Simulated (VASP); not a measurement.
A run of VASP 6.6.1 is set up as follows.

Contents of POSCAR:

```
Ru
1.0
    2.6876397213      0.0000000000      0.0000000000
   -1.3438198606      2.3275642749      0.0000000000
    0.0000000000      0.0000000000      4.2531615502
Ru
2
Direct
    0.6666666667      0.3333333333      0.7500000000
    0.3333333333      0.6666666667      0.2500000000
```

File INCAR.step1:

```
  ALGO = Normal
  EDIFF = 1E-5
  ENCUT = 520
  GGA = PE
  ISIF = 2
  ISMEAR = -1
  LASPH = True
  LREAL = False
  LWAVE = True
  NBANDS = 21
  NELM = 60
  PREC = Accurate
  SIGMA = 0.05
```

The input INCAR.step2:

```
  AEXX = 0.25
  ALGO = Normal
  EDIFF = 1E-6
  ENCUT = 520
  ISIF = 2
  ISMEAR = -1
  ISTART = 1
  LASPH = True
  LCHARG = True
  LELF = True
  LHFCALC = True
  LMIXTAU = True
  LREAL = False
  LVHAR = True
  LWAVE = False
  METAGGA = R2SCAN
  NBANDS = 21
  NELM = 60
  PREC = Accurate
  PRECFOCK = Normal
  SIGMA = 0.05
```

File KPOINTS:

```
k-points
0
Gamma
  6 6 3
```

Potentials or basis: VASP PAW PBE potentials, release 64 (Ru_pv).

The run is started by

```console
$ cat potpaw_PBE.64/Ru_pv/POTCAR > POTCAR
$ cp INCAR.step1 INCAR
$ mpirun -np 1 vasp_std > vasp.out
$ cp INCAR.step2 INCAR
$ mpirun -np 1 vasp_std > vasp.out
```

Question: What does it give for the pressure?

Answer: -4.8 GPa.

Question: What does it give for the band gap on the k mesh?

Answer: Zero (bands 14 and 15 overlap by 4.65 eV).

Stress tensor (GPa, compression positive):
```
 -1.57   0.00   0.00
  0.00  -1.57   0.00
  0.00   0.00 -11.19
```

Caveat: the k points lie up to 0.49 Å⁻¹ apart, too coarse for converged energies and pressures of a metal; the PAW data sets were made with another functional, which shifts forces and pressure a little.
